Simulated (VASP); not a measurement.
**Lu: single point with PBE**

Crystal: Lu.

```
Lu
1.0
    -2.43743    0.00000    2.43743
     0.00000    2.43743    2.43743
    -2.43743    2.43743    0.00000
Lu
1
Direct
  0.00000 0.00000 0.00000
```

```json
{
 "Program": "VASP 6.6.1",
 "Task": "single point",
 "Functional": "PBE",
 "Potentials or basis": "VASP PAW PBE potentials, release 64 (Lu)",
 "Cutoff": "600 eV",
 "k mesh": "4 × 4 × 4",
 "Occupations": "fermi-dirac, width 0.1 eV",
 "Spin": "no spin polarisation"
}
```

```json
{"Pressure": "1.2 GPa"}
```

Levels at points of the mesh, in eV from the Fermi level:
```
           k point  band 8  band 9  band 10  band 11  band 12  band 13  band 14  band 15  band 16  band 17
(0.00, 0.00, 0.00)   -5.15   -5.15    -5.07    -5.07    -5.07     2.08     2.08     2.08     4.47     4.47
(0.50, 0.00, 0.00)   -5.11   -5.09    -5.09    -5.07    -2.77     0.16     1.87     1.87     6.24     6.24
(0.50, 0.50, 0.00)   -5.13   -5.10    -5.10    -5.10    -2.20    -1.00     1.76     6.26     6.76     6.76
```

Run time: 7.6 s on 1 thread of Intel(R) Xeon(R) Platinum 8488C (Sapphire Rapids), on a shared host, peak memory 0.17 GiB.

Caveat: the k points lie up to 0.56 Å⁻¹ apart; spin-orbit coupling is left out, which moves the levels of the heavy elements.
